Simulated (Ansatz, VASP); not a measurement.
AlRu in VASP and in Ansatz

File INCAR:

```
ALGO = Normal
EDIFF = 1E-8
ENCUT = 520
GGA = PS
ISIF = 2
ISMEAR = -1
LASPH = T
LCHARG = F
LEFG = T
LREAL = F
LWAVE = F
NBANDS = 16
NELM = 100
PREC = Accurate
SIGMA = 0.05
```

The input KPOINTS:

```
k-points
0
Gamma
  12 12 12
```

File POSCAR:

```
AlRu
1.0
    2.9916000000      0.0149580000      0.0149580000
    0.0149580000      2.9916000000      0.0149580000
    0.0149580000      0.0149580000      2.9916000000
Al Ru
1 1
Direct
    0.0000000000      0.0000000000      0.0000000000
    0.5000000000      0.5000000000      0.5000000000
```

Input for Ansatz:

```yaml
crystal:
  lattice:
    - [2.9916, 0.014958, 0.014958]
    - [0.014958, 2.9916, 0.014958]
    - [0.014958, 0.014958, 2.9916]
  atoms:
    - { symbol: Al, position: [0.0, 0.0, 0.0] }
    - { symbol: Ru, position: [0.5, 0.5, 0.5] }
kpoints:
  mp_grid: { grid: [12, 12, 12] }
scf:
  occupations: { method: fermi_dirac, width: 0.05 }
hamiltonian:
  xc: pbesol
  pseudopotentials: { kind: all_electron, datasets: crystal }
output:
  forces: true
  stress: true
  eigenvalues: true
  efg: { contact_densities: true }
```

Change from the starting cell: equal xy, yz and zx shear strains of +1 %, crystal datasets.

Alike in both runs: task electric field gradients; functional PBEsol; k mesh 12 × 12 × 12; occupations fermi-dirac, width 0.05 eV; no spin polarisation.

|  | VASP | Ansatz |
| --- | --- | --- |
| version | VASP 6.6.1 | Ansatz 0.2.0 |
| potentials or method | VASP PAW PBE potentials, release 64 (Al, Ru_pv), cutoff 520 eV | all-electron PAW with datasets made for the crystal, scalar-relativistic |

|  | VASP | Ansatz | Ansatz less VASP |
| --- | --- | --- | --- |
| pressure (GPa) | -3.3 | -3.4 | -0.10 |
| traceless stress, the component that is largest in VASP (GPa) | -1.25 | -1.25 | +0.002 |
| size of Vzz on the site where it differs most (V/Å²) | 3.2 | 3.9 | +0.65 |

VASP's potentials were made for PBE, not for PBEsol. Ansatz ran all-electron here, and VASP with PAW potentials.
